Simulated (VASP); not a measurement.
# Mo (R-3m) in VASP: a series of runs

The runs below take Mo through single point, with PBE.

Everything below comes from runs of VASP 6.6.1. Logs are shortened: lines on timing, memory, paths and dates and some standing lists are left out, and cuts for length are marked.

## Step 1: The cell of the first run

The structure is trigonal, space group R-3m (No. 166). Conventional cell: a = 3.431 Å, b = 3.431 Å, c = 4.645 Å, α = 90.00°, β = 90.00°, γ = 120.00°. Mo (site symmetry -3m) has 6 Mo at 2.51 Å within 3.3 Å.

## Step 2: Single point, PBE

INCAR

```
SYSTEM = Mo
  PREC = Accurate
  ENCUT = 520
  EDIFF = 1E-6
  ISMEAR = 0
  SIGMA = 0.15
  LREAL = .False.
  LASPH = .True.
  NELM = 60
  ALGO = Fast
  ISIF = 2
  LWAVE = .False.
  LCHARG = .True.
  GGA = PE
  LELF = .True.
  LVHAR = .True.
  NBANDS = 13
```

KPOINTS

```
Automatic mesh
0
Gamma
  22 22 22
  0 0 0
```

POSCAR

```
Mo
1.0
   -0.7232971140      1.7026532936      1.7026532936
    1.7026532936     -0.7232971140      1.7026532936
    1.7026532936      1.7026532936     -0.7232971140
Mo
1
Direct
    0.0000000000      0.0000000000      0.0000000000
```

Potentials or basis: VASP PAW PBE potentials, release 64 (Mo_sv).

On the command line:

```bash
> cat potpaw_PBE.64/Mo_sv/POTCAR > POTCAR
> mpirun -np 1 vasp_std > vasp.out
```

OUTCAR:

```text
SYSTEM = Mo
   PREC = Accurate
   ENCUT = 520
   EDIFF = 1E-6
   ISMEAR = 0
   LREAL = .False.
   LASPH = .True.
   NELM = 60
   ISIF = 2
   GGA = PE

 ion  position               nearest neighbor table
   1  0.000  0.000  0.000-

  LATTYP: Found a trigonal (rhomboedric) cell.
 ALAT       =     2.5142026950
 COS(alpha) =     0.0689708858

  Lattice vectors:

 A1 = (  -0.7232971140,   1.7026532936,   1.7026532936)
 A2 = (   1.7026532936,  -0.7232971140,   1.7026532936)
 A3 = (   1.7026532936,   1.7026532936,  -0.7232971140)

Analysis of symmetry for initial positions (statically):
=====================================================================
 Subroutine PRICEL returns:
 Original cell was already a primitive cell.

 Routine SETGRP: Setting up the symmetry group for a
 trigonal (rhombohedral) supercell.

 Subroutine GETGRP returns: Found 12 space group operations
 (whereof 12 operations were pure point group operations)
 out of a pool of 12 trial point group operations.

The static configuration has the point symmetry D_3d.

Analysis of symmetry for dynamics (positions and initial velocities):
=====================================================================
 Subroutine PRICEL returns:
 Original cell was already a primitive cell.

 Routine SETGRP: Setting up the symmetry group for a
 trigonal (rhombohedral) supercell.

 Subroutine GETGRP returns: Found 12 space group operations
 (whereof 12 operations were pure point group operations)
 out of a pool of 12 trial point group operations.

The dynamic configuration has the point symmetry D_3d.

 Subroutine INISYM returns: Found 12 space group operations
 (whereof 12 operations are pure point group operations),
 and found     1 'primitive' translations

----------------------------------------------------------------------------------------

                                     Primitive cell

  volume of cell :      15.7843

  direct lattice vectors                    reciprocal lattice vectors
    -0.723297114  1.702653294  1.702653294    -0.150521467  0.261688114  0.261688114
     1.702653294 -0.723297114  1.702653294     0.261688114 -0.150521467  0.261688114
     1.702653294  1.702653294 -0.723297114     0.261688114  0.261688114 -0.150521467

  length of vectors
     2.514202695  2.514202695  2.514202695     0.399522277  0.399522277  0.399522277

  position of ions in fractional coordinates (direct lattice)
     0.000000000  0.000000000  0.000000000

  ion indices of the primitive-cell ions
   primitive index   ion index
                 1           1

----------------------------------------------------------------------------------------

 KPOINTS: Automatic mesh

Automatic generation of k-mesh.
 Grid dimensions read from file:
 generate k-points for:   22   22   22

 Generating k-lattice:

  Cartesian coordinates                     Fractional coordinates (reciprocal lattice)
    -0.006841885  0.011894914  0.011894914     0.045454545  0.000000000 -0.000000000
     0.011894914 -0.006841885  0.011894914     0.000000000  0.045454545 -0.000000000
     0.011894914  0.011894914 -0.006841885    -0.000000000 -0.000000000  0.045454545

  Length of vectors
     0.018160103  0.018160103  0.018160103

  Shift w.r.t. Gamma in fractional coordinates (k-lattice)
     0.000000000  0.000000000  0.000000000

 Subroutine IBZKPT returns following result:
 ===========================================

 Found   1024 irreducible k-points:

 Following reciprocal coordinates:
            Coordinates               Weight
  0.000000  0.000000  0.000000      1.000000
  0.045455  0.000000  0.000000      6.000000
  0.090909  0.000000  0.000000      6.000000
  0.136364  0.000000  0.000000      6.000000
  0.181818  0.000000  0.000000      6.000000
  0.227273  0.000000  0.000000      6.000000
[... 16 lines left out ...]
  0.500000  0.045455  0.000000     12.000000
 -0.454545  0.045455  0.000000     12.000000
 [... further k-points ...]
   k-points           NKPTS =   1024   k-points in BZ     NKDIM =   1024   number of bands    NBANDS=     13
   number of dos      NEDOS =    301   number of ions     NIONS =      1
   total plane-waves  NPLWV =   8000
   dimension x,y,z NGX =    20 NGY =   20 NGZ =   20
   dimension x,y,z NGXF=    40 NGYF=   40 NGZF=   40
   ions per type =               1
   NGX,Y,Z   is equivalent  to a cutoff of  13.22, 13.22, 13.22 a.u.
   NGXF,Y,Z  is equivalent  to a cutoff of  26.45, 26.45, 26.45 a.u.
 SYSTEM =  Mo
   PREC   = accura    normal or accurate (medium, high low for compatibility)
   ISTART =      0    job   : 0-new  1-cont  2-samecut
   ICHARG =      2    charge: 1-file 2-atom 10-const
   ISPIN  =      1    spin polarized calculation?
   LNONCOLLINEAR =      F non collinear calculations
   LSORBIT =      F    spin-orbit coupling
   LASPH  =      T    aspherical Exc in radial PAW
   ENCUT  =  520.0 eV  38.22 Ry    6.18 a.u.   4.67  4.67  4.67*2*pi/ulx,y,z
   NELM   =     60;   NELMIN=  2; NELMDL= -5     # of ELM steps
   EDIFF  = 0.1E-05   stopping-criterion for ELM
   LREAL  =      F    real-space projection
   EDIFFG = 0.1E-04   stopping-criterion for IOM
   NSW    =      0    number of steps for IOM
   IBRION =     -1    ionic relax: 0-MD 1-quasi-New 2-CG
   NFREE  =      0    steps in history (QN), initial steepest desc. (CG)
   ISIF   =      2    stress and relaxation
   ISYM   =      2    0-nonsym 1-usesym 2-fastsym
   POTIM  = 0.5000    time-step for ionic-motion
   TEBEG  =    0.0;   TEEND  =   0.0 temperature during run
   PSTRESS=    0.0 pullay stress
   NELECT =      14.0000    total number of electrons
   NUPDOWN=      -1.0000    fix difference up-down
   EMIN   =  10.00;   EMAX   =-10.00  energy-range for DOS
   EFERMI =   0.00;   METHOD = LEGACY
   ISMEAR =     0;   SIGMA  =   0.15  broadening in eV -4-tet -1-fermi 0-gaus
   EFERMI_NEDOS =   21; number of points for ismear=-14 and -15
   IALGO  =     68    algorithm
   IMIX   =      4    mixing-type and parameters
     AMIX     =   0.40;   BMIX     =  1.00
     AMIX_MAG =   1.60;   BMIX_MAG =  1.00
  volume/ion in A,a.u.               =      15.78       106.52
  Fermi-wavevector in a.u.,A,eV,Ry     =   1.572930  2.972407 33.662304  2.474110
  Thomas-Fermi vector in A             =   2.674291
   LORBIT       =      0    0 simple, 1 ext, 2 COOP (PROOUT), +10 PAW based schemes
   GGA     = PE    functional components
   LHFCALC =     F    Hartree Fock is set to
   AEXX    =    0.0000 exact exchange contribution
   IVDW    =     0    specifies the selected vdW correction
   LEPSILON=     F    determine dielectric tensor
   LRPA    =     F    only Hartree local field effects (RPA)
 non-spin polarized calculation
 RMM-DIIS sequential band-by-band and
 Gauss-broadening in eV      SIGMA  =   0.15
  energy-cutoff  :      520.00
  volume of cell :       15.78
 maximum number of plane-waves:       436
   NGX =  9   NGY =  9   NGZ =  9

 number of electron      14.0000005 magnetization

 Free energy of the ion-electron system (eV)
  ---------------------------------------------------
  ext. energy  EPLUGINS =         0.00000000
  ---------------------------------------------------
  free energy    TOTEN  =        -9.73677685 eV

  energy without entropy =       -9.72522324  energy(sigma->0) =       -9.73100004

 E-fermi :  12.3839     XC(G=0): -13.1930

 val. band max:       12.3794670331   @ k =  -0.2727  -0.4545   0.2273
 cond. band min:      12.3846457303   @ k =  -0.4545   0.3182   0.1364
 fundamental gap:      0.0051786972
 Fermi energy:        12.3839281150

 k-point     1 :       0.0000    0.0000    0.0000
  band No.  band energies     occupation
      1     -48.8678      2.00000
      2     -21.9174      2.00000
      3     -21.9174      2.00000
      4     -21.7824      2.00000
      5       5.4874      2.00000
      6       7.6468      2.00000
      7       7.6468      2.00000
      8      16.5386      0.00000
      9      16.5386      0.00000
     10      16.7220      0.00000
     11      27.5495      0.00000
     12      29.2252      0.00000
     13      29.2252      0.00000

 k-point     2 :       0.0455    0.0000    0.0000
  band No.  band energies     occupation
      1     -48.8621      2.00000
      2     -21.9478      2.00000
      3     -21.9138      2.00000
      4     -21.7925      2.00000
      5       5.5596      2.00000
      6       7.6646      2.00000
      7       7.7296      2.00000
      8      16.4328      0.00000
      9      16.4930      0.00000
     10      16.6708      0.00000
     11      27.5718      0.00000
     12      28.9940      0.00000
     13      29.3951      0.00000

 k-point     3 :       0.0909    0.0000    0.0000
  band No.  band energies     occupation
      1     -48.8455      2.00000
      2     -22.0580      2.00000
      3     -21.9031      2.00000
      4     -21.7997      2.00000
      5       5.7626      2.00000
      6       7.7170      2.00000
      7       7.9820      2.00000
      8      16.1378      0.00000
      9      16.2511      0.00000
     10      16.6446      0.00000
     11      27.3104      0.00000
     12      28.7669      0.00000
     13      29.8787      0.00000

 k-point     4 :       0.1364    0.0000    0.0000
  band No.  band energies     occupation
      1     -48.8193      2.00000
      2     -22.2477      2.00000
      3     -21.8863      2.00000
      4     -21.7914      2.00000
      5       6.0625      2.00000
      6       7.8006      2.00000
      7       8.4096      2.00000
      8      15.7082      0.00000
      9      15.8451      0.00000
     10      16.6656      0.00000
     11      26.4331      0.00000
     12      29.0931      0.00000
     13      30.6101      0.00000

 k-point     5 :       0.1818    0.0000    0.0000
  band No.  band energies     occupation
      1     -48.7853      2.00000
      2     -22.4926      2.00000
      3     -21.8647      2.00000
      4     -21.7739      2.00000
      5       6.4203      2.00000
      6       7.9096      2.00000
      7       9.0036      2.00000
      8      15.2077      0.00000
      9      15.3687      0.00000
     10      16.7030      0.00000
     11      25.3560      0.00000
     12      29.6806      0.00000
     13      31.4907      0.00000
[... 257 lines left out ...]
 k-point    22 :       0.4545    0.0455    0.0000
  band No.  band energies     occupation
      1     -48.5800      2.00000
      2     -23.8039      2.00000
      3     -21.7612      2.00000
      4     -21.6692      2.00000
      5       8.5192      2.00000
      6       8.6698      2.00000
      7      11.7739      2.00000
      8      13.1518      0.00000
      9      13.8650      0.00000
     10      16.8602      0.00000
     11      22.7004      0.00000
     12      27.1599      0.00000
     13      32.2003      0.00000

 k-point    23 :       0.5000    0.0455    0.0000
  band No.  band energies     occupation
      1     -48.5738      2.00000
      2     -23.8417      2.00000
      3     -21.7583      2.00000
      4     -21.6659      2.00000
      5       8.5790      2.00000
      6       8.6912      2.00000
      7      11.8959      2.00000
      8      13.1438      0.00000
      9      13.7563      0.00000
     10      16.8603      0.00000
     11      22.7878      0.00000
     12      27.0109      0.00000
     13      31.7833      0.00000

 k-point    24 :      -0.4545    0.0455    0.0000
  band No.  band energies     occupation
      1     -48.5796      2.00000
      2     -23.8062      2.00000
      3     -21.7631      2.00000
      4     -21.6698      2.00000
      5       8.5197      2.00000
      6       8.6448      2.00000
      7      12.0086      1.99960
      8      13.2296      0.00000
      9      13.6324      0.00000
     10      16.8459      0.00000
     11      22.7017      0.00000
     12      27.0841      0.00000
     13      31.7573      0.00000

 [... further k-points ...]
[... 5 lines left out ...]
  --------------------------------------------------------------------------------------
  -------------------------------------------------------------------------------------
  Total        2.4363733      2.4363733      2.4363733      0.7898127      0.7898127      0.7898127
  in kB      247.3035078    247.3035078    247.3035078     80.1697558     80.1697558     80.1697558
  external PRESSURE =     247.3035078 kB  Pullay stress =       0.0000000 kB

 VOLUME and BASIS-vectors are now :
 -----------------------------------------------------------------------------
  energy-cutoff  :      520.00
  volume of cell :       15.78
      direct lattice vectors                 reciprocal lattice vectors
    -0.723297114  1.702653294  1.702653294    -0.150521467  0.261688114  0.261688114
     1.702653294 -0.723297114  1.702653294     0.261688114 -0.150521467  0.261688114
     1.702653294  1.702653294 -0.723297114     0.261688114  0.261688114 -0.150521467

 POSITION                                       TOTAL-FORCE (eV/Angst)
 -----------------------------------------------------------------------------------
      0.00000      0.00000      0.00000         0.000000      0.000000      0.000000
 -----------------------------------------------------------------------------------
    total drift:                               -0.000000     -0.000000     -0.000000

  FREE ENERGIE OF THE ION-ELECTRON SYSTEM (eV)
  ---------------------------------------------------
  free  energy   TOTEN  =        -9.7367768463 eV

  energy  without entropy=       -9.7252232365  energy(sigma->0) =       -9.73100004
```

Run time: 84 s. Hardware: 1 thread of AMD EPYC 9R45 (Zen 5), shared host; peak memory 0.26 GiB.

What came out:

- Free energy: -9.7368 eV
- Pressure: 24.7 GPa
- Band gap on the k mesh: zero (band 7 reaches 14.00 eV, above the bottom of band 8 at 11.19 eV)

## Step 3: Single point, PBE

INCAR

```
PREC = Accurate
ENCUT = 520
EDIFF = 1E-6
ISMEAR = 0
SIGMA = 0.15
LREAL = F
LASPH = T
NELM = 100
ALGO = Fast
ISIF = 2
LWAVE = F
LCHARG = F
GGA = PE
NBANDS = 13
```

KPOINTS

```
Automatic mesh
0
Gamma
  22 22 22
```

POSCAR

```
Mo
1.0
   -1.1597266277      1.6092187627      1.6092187627
    1.6092187627     -1.1597266277      1.6092187627
    1.6092187627      1.6092187627     -1.1597266277
Mo
1
Direct
    0.0000000000      0.0000000000      0.0000000000
```

Potentials or basis: VASP PAW PBE potentials, release 64 (Mo_sv).

On the command line:

```bash
> cat potpaw_PBE.64/Mo_sv/POTCAR > POTCAR
> mpirun -np 1 vasp_std > vasp.out
```

It took 82 s on 1 thread of AMD EPYC 9R45 (Zen 5), shared host; peak memory 0.26 GiB.

It converged, with:

| Item | Value |
| --- | --- |
| Free energy | -10.2195 eV |
| Pressure | 15.9 GPa |
| Band gap on the k mesh | zero (band 7 reaches 13.81 eV, above the bottom of band 8 at 11.14 eV) |

Stress tensor (GPa, compression positive):
```
 15.95 -14.63 -14.63
-14.63  15.95 -14.63
-14.63 -14.63  15.95
```

Levels at points of the mesh, in eV from the Fermi level:
```tsv
k point	band 3	band 4	band 5	band 6	band 7	band 8	band 9	band 10	band 11	band 12
(0.00, 0.00, 0.00)	-34.37	-34.37	-7.12	-4.15	-4.15	2.47	3.37	3.37	14.21	14.21
(0.50, 0.00, 0.00)	-34.52	-34.26	-4.62	-3.93	0.19	1.61	1.71	3.57	10.36	14.27
(0.50, 0.50, 0.00)	-35.73	-34.27	-5.99	-3.27	1.09	1.85	4.02	6.17	8.70	14.16
(0.50, 0.50, 0.50)	-35.92	-35.40	-5.28	-5.28	-1.58	6.17	6.17	7.33	11.52	11.52
```

## Step 4: Single point, PBE

This run uses another cell than the first one, of the same volume but with other edges.

INCAR

```
SYSTEM = Mo
  PREC = Accurate
  ENCUT = 520
  EDIFF = 1E-6
  ISMEAR = 0
  SIGMA = 0.15
  LREAL = .False.
  LASPH = .True.
  NELM = 80
  ALGO = Fast
  ISIF = 2
  LWAVE = .False.
  LCHARG = .False.
  GGA = PE
  NBANDS = 13
```

KPOINTS

```
regular mesh
0
Gamma
  22 22 22
  0 0 0
```

POSCAR

```
Mo
1.0
   -2.0005715924      1.6067701219      1.6067701219
    1.6067701219     -2.0005715924      1.6067701219
    1.6067701219      1.6067701219     -2.0005715924
Mo
1
Direct
    0.0000000000      0.0000000000      0.0000000000
```

On the command line:

```bash
> cat potpaw_PBE.64/Mo_sv/POTCAR > POTCAR
> mpirun -np 1 vasp_std > vasp.out
```

Wall time 1.9 min (1 thread of AMD EPYC 9R45 (Zen 5), shared host); peak memory 0.28 GiB.

The run converged. Its results:

| Item | Value |
| --- | --- |
| Free energy | -9.1662 eV |
| Pressure | 44.9 GPa |
| Band gap on the k mesh | zero (band 7 reaches 14.69 eV, above the bottom of band 8 at 10.49 eV) |

Stress tensor (GPa, compression positive):
```
44.91 57.40 57.40
57.40 44.91 57.40
57.40 57.40 44.91
```

Levels at points of the mesh, in eV from the Fermi level:
```csv
k point,band 5,band 6,band 7,band 8,band 9,band 10
"(0.00, 0.00, 0.00)",-7.37,-5.23,-2.04,-2.04,5.33,5.33
"(0.50, 0.00, 0.00)",-6.09,-4.38,0.58,1.34,4.10,4.61
"(0.50, 0.50, 0.00)",-5.63,-5.33,-0.28,1.96,5.47,5.95
"(0.50, 0.50, 0.50)",-6.27,-6.27,2.16,2.16,7.25,8.65
```

## Step 5: Overview

```csv
cell,gap on the mesh (eV),pressure (GPa)
"a = 2.514 Å, angles 86.0°, 1 atom",none,24.7
"a = 2.554 Å, angles 100.1°, 1 atom",none,15.9
"a = 3.027 Å, angles 114.8°, 1 atom",none,44.9
```

Alike in all rows: task single point; level PBE; potentials or basis VASP PAW PBE potentials, release 64 (Mo_sv); no spin polarisation; k mesh 22 × 22 × 22; cutoff (eV) 520; smearing gaussian 0.15 eV.

Absolute energies hang on the potentials; compare differences alone.
